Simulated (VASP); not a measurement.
A run of VASP 6.6.1 is set up as follows.

The input INCAR:

```
SYSTEM = Cs2Ga2Se5
PREC = Accurate ; ENCUT = 520
EDIFF = 1E-7 ; ISMEAR = 0
SIGMA = 0.1 ; LREAL = Auto
LASPH = .TRUE. ; NELM = 60
ALGO = Normal ; ISIF = 2
LWAVE = .FALSE. ; LCHARG = .FALSE.
GGA = PE ; NBANDS = 89
```

KPOINTS

```
regular mesh
0
G
  4 4 2
  0 0 0
```

The input POSCAR:

```
Cs2Ga2Se5
1.0
    7.6955500000     -3.6788500000      0.0000000000
    7.6955500000      3.6788500000      0.0000000000
   -7.6671918400      0.0000000000     10.4014262900
Cs Ga Se
4 4 10
Direct
    0.3376000000      0.8908000000      0.0522000000
    0.6624000000      0.1092000000      0.9478000000
    0.1092000000      0.6624000000      0.4478000000
    0.8908000000      0.3376000000      0.5522000000
    0.1329000000      0.5887000000      0.1264000000
    0.8671000000      0.4113000000      0.8736000000
    0.4113000000      0.8671000000      0.3736000000
    0.5887000000      0.1329000000      0.6264000000
    0.0987000000      0.5199000000      0.9102000000
    0.9013000000      0.4801000000      0.0898000000
    0.4801000000      0.9013000000      0.5898000000
    0.5199000000      0.0987000000      0.4102000000
    0.0533000000      0.9467000000      0.2500000000
    0.9467000000      0.0533000000      0.7500000000
    0.4791000000      0.3543000000      0.2359000000
    0.5209000000      0.6457000000      0.7641000000
    0.6457000000      0.5209000000      0.2641000000
    0.3543000000      0.4791000000      0.7359000000
```

Potentials or basis: VASP PAW PBE potentials, release 64 (Cs_sv, Ga_d, Se).

Launch:

```console
$ cat potpaw_PBE.64/Cs_sv/POTCAR potpaw_PBE.64/Ga_d/POTCAR potpaw_PBE.64/Se/POTCAR > POTCAR
$ mpirun -np 1 vasp_std > vasp.out
```

Estimate the band gap on the k mesh.

2.18 eV, indirect (least direct gap 2.23 eV).

What does it give for the largest force?

0.421 eV/Å.

Predict the pressure.

2.3 GPa.

Stress tensor (GPa, compression positive):
```
2.55 0.00 0.23
0.00 2.04 0.00
0.23 0.00 2.28
```

Caveat: spin-orbit coupling is left out, which moves the levels of the heavy elements. A hybrid or GW would open this gap; PBE tends to underestimate it.
